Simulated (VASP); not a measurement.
The system is Pd.

```xyz
1
Lattice="0.0000 1.9465 1.9465 1.9465 0.0000 1.9465 1.9465 1.9465 0.0000" Properties=species:S:1:pos:R:3 pbc="T T T"
Pd    0.0000    0.0000    0.0000
```

```yaml
Program: VASP 6.6.1
Task: relaxation of cell and atoms
Functional: RPBE
Potentials_or_basis: VASP PAW PBE potentials, release 64 (Pd)
Cutoff: 600 eV
k_mesh: 12 × 12 × 12
Occupations: fermi-dirac, width 0.05 eV
Spin: no spin polarisation
```

At the start: pressure 11.4 GPa; volume 14.75 Å³/atom.

**Question.** How do energy, volume and symmetry change on relaxing?

**Answer.** Over 4 steps the energy falls by 32.0 meV/atom and the volume is 15.72 Å³/atom (+6.6 %); space group Fm-3m (No. 225, to 0.05 Å).

The path:
| step | energy change (eV) | largest force (eV/Å) | pressure (GPa) | volume (Å³) |
| --- | --- | --- | --- | --- |
| 1 | 0.0000 | 0.0000 | 11.43 | 14.75 |
| 2 | 0.0155 | 0.0000 | -9.93 | 17.11 |
| 3 | -0.0320 | 0.0000 | -0.19 | 15.74 |
| 4 | -0.0320 | 0.0000 | 0.02 | 15.72 |

Final structure:
```
Pd
1.0
     0.00000    1.98814    1.98814
     1.98814    0.00000    1.98814
     1.98814    1.98814    0.00000
Pd
1
Direct
  0.00000 0.00000 0.00000
```

Caveat: the PAW data sets were made with another functional, which shifts forces and pressure a little.
